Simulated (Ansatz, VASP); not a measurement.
**Si: VASP beside Ansatz**

INCAR

```
SYSTEM = Si
ALGO = Normal
EDIFF = 1E-6
ENCUT = 520
GGA = PE
ISIF = 2
ISMEAR = 0
LASPH = .True.
LCHARG = .False.
LREAL = .False.
LWAVE = .False.
NBANDS = 11
NELM = 60
PREC = Accurate
SIGMA = 0.05
```

File KPOINTS:

```
k-points
0
Gamma
  8 8 8
  0 0 0
```

POSCAR

```
Si
1.0
    0.0000000000      2.9877260107      2.8304772733
    2.3860786676      0.0000000000      2.8304772733
    2.3860786676      2.9877260107      0.0000000000
Si
2
Direct
    0.5000000000      0.5000000000      0.5000000000
    0.7500000000      0.7500000000      0.7500000000
```

Input for Ansatz:

```yaml
crystal:
  lattice:
    - [0.0, 2.9877260107, 2.8304772733]
    - [2.3860786676, 0.0, 2.8304772733]
    - [2.3860786676, 2.9877260107, 0.0]
  atoms:
    - { symbol: Si, position: [0.5, 0.5, 0.5] }
    - { symbol: Si, position: [0.75, 0.75, 0.75] }
basis:
  ecutwfc: 420
kpoints:
  mp_grid: { grid: [8, 8, 8] }
hamiltonian:
  xc: pbe
  pseudopotentials: { kind: paw, azcp: { folder: soft_1 } }
scf:
  occupations: { method: gaussian, width: 0.05 }
output:
  forces: true
  stress: true
  eigenvalues: true
```

Change from the starting cell: strain +e along x and -e along y -0.1100, strain +e along z and -e/2 along x and y +0.0350.

Alike in both runs: task single point; functional PBE; k mesh 8 × 8 × 8; occupations gaussian, width 0.05 eV; no spin polarisation.

|  | VASP | Ansatz |
| --- | --- | --- |
| version | VASP 6.6.1 | Ansatz 0.2.0 |
| potentials or method | VASP PAW PBE potentials, release 64 (Si), cutoff 520 eV | scalar-relativistic, plane waves, PAW |
| valence electrons in the cell | 8 | 8 |

Ansatz gave:

- gap on the k mesh at the Fermi level (eV): none
- pressure (GPa): -0.5
- traceless stress, the component that is largest in VASP (GPa): -7.75

Question: Which values does VASP return?

Answer: gap on the k mesh at the Fermi level (eV): none; pressure (GPa): -0.6; traceless stress, the component that is largest in VASP (GPa): -7.77.

A gap of «none» marks a metal or a gap that the smearing closes. With one functional, cell and mesh, what is left measures potentials, basis and numerics.
